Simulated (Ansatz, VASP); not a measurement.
## One calculation of B2As, two programs

The input INCAR:

```
SYSTEM = B2As
PREC = Accurate
ENCUT = 600
EDIFF = 1E-6
ISMEAR = 0
SIGMA = 0.1
LREAL = .False.
LASPH = .True.
NELM = 60
ALGO = Normal
ISIF = 3
LWAVE = .False.
LCHARG = .False.
GGA = PE
IBRION = 2
NSW = 90
EDIFFG = -0.04
```

KPOINTS

```
regular mesh
0
Gamma
  6 6 6
  0 0 0
```

File POSCAR:

```
B2As
1.0
    2.6159744300     -1.4740219300      0.0000000000
    2.6159744300      1.4740219300      0.0000000000
   -0.1084369300      0.0000000000      3.6473196700
B As
2 1
Direct
    0.3176870000      0.3176870000      0.6840320200
    0.6823130000      0.6823130000      0.3159679800
    0.0000000000      0.0000000000      0.0000000000
```

Input for Ansatz:

```yaml
crystal:
  lattice:
    - [2.61597443, -1.47402193, 0.0]
    - [2.61597443, 1.47402193, 0.0]
    - [-0.10843693, 0.0, 3.64731967]
  atoms:
    - { symbol: B, position: [0.317687, 0.317687, 0.68403202] }
    - { symbol: B, position: [0.682313, 0.682313, 0.31596798] }
    - { symbol: As, position: [0.0, 0.0, 0.0] }
basis:
  ecutwfc: 420
kpoints:
  mp_grid: { grid: [6, 6, 6] }
hamiltonian:
  xc: pbe
scf:
  occupations: { method: gaussian, width: 0.1 }
  lower_state_search: "off"
output:
  forces: true
  stress: true
  eigenvalues: true
relax:
  adjacent_minimum: "off"
  f_tol: 0.04
  max_steps: 70
  cell: { stress_tol: 0.4 }
```

Alike in both runs: task relaxation of cell and atoms; functional PBE; k mesh 6 × 6 × 6; occupations gaussian, width 0.1 eV; no spin polarisation.

|  | VASP | Ansatz |
| --- | --- | --- |
| version | VASP 6.6.1 | Ansatz 0.2.0 |
| potentials or method | VASP PAW PBE potentials, release 64 (B, As), cutoff 600 eV | scalar-relativistic, plane waves, PAW |
| valence electrons in the cell | 11 | 21 |

Ansatz gave:

- gap on the k mesh at the Fermi level, each at its own relaxed structure (eV): none
- relaxed volume (Å³/atom): 12.10
- relaxed cell length with the largest relative difference (Å): 3.408

Problem. Estimate VASP's values.

Solution. gap on the k mesh at the Fermi level, each at its own relaxed structure (eV): none; relaxed volume (Å³/atom): 12.13; relaxed cell length with the largest relative difference (Å): 3.414.

A gap of «none» marks a metal or a gap that the smearing closes. VASP's potentials hold 11 valence electrons a cell and Ansatz's 21, so a difference there can come from the potentials and not from the codes.

The k mesh is coarse, so the values compare programs but aren't converged. Noted on VASP's run: the volume moved by over 15 % at a fixed basis, so the end points are rough.
